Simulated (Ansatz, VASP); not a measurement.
## One calculation of Hf4Cl, two programs

```
Hf Cl
1.0
    -2.95036    2.95036    2.95036
     2.95036   -2.95036    2.95036
     2.95036    2.95036   -2.95036
Hf Cl
4 1
Cartesian
  1.4752 1.4752 -1.4752
  -1.4752 1.4752 1.4752
  1.4752 1.4752 1.4752
  1.4752 -1.4752 1.4752
  0.0000 0.0000 0.0000
```

Change from the starting cell: species swapped into the NiHg4 type (Im-3m, No. 229).

Alike in both runs: task relaxation of cell and atoms; functional PBE; k mesh 4 × 4 × 4; occupations gaussian, width 0.1 eV; no spin polarisation.

|  | VASP | Ansatz |
| --- | --- | --- |
| version | VASP 6.6.1 | Ansatz 0.2.0 |
| potentials or method | VASP PAW PBE potentials, release 64 (Hf_pv, Cl), cutoff 600 eV | scalar-relativistic, plane waves, PAW |
| valence electrons in the cell | 47 | 111 |

VASP gave:

- gap on the k mesh at the Fermi level, each at its own relaxed structure (eV): none
- relaxed volume (Å³/atom): 22.27
- relaxed cell length with the largest relative difference (Å): 5.250

What did Ansatz give for the same quantities?

gap on the k mesh at the Fermi level, each at its own relaxed structure (eV): none; relaxed volume (Å³/atom): 22.32; relaxed cell length with the largest relative difference (Å): 5.253.

A gap of «none» marks a metal or a gap that the smearing closes. VASP's potentials hold 47 valence electrons a cell and Ansatz's 111, so a difference there can come from the potentials and not from the codes.

The k mesh is coarse, so the values compare programs but aren't converged. Neither program's run includes spin-orbit coupling.
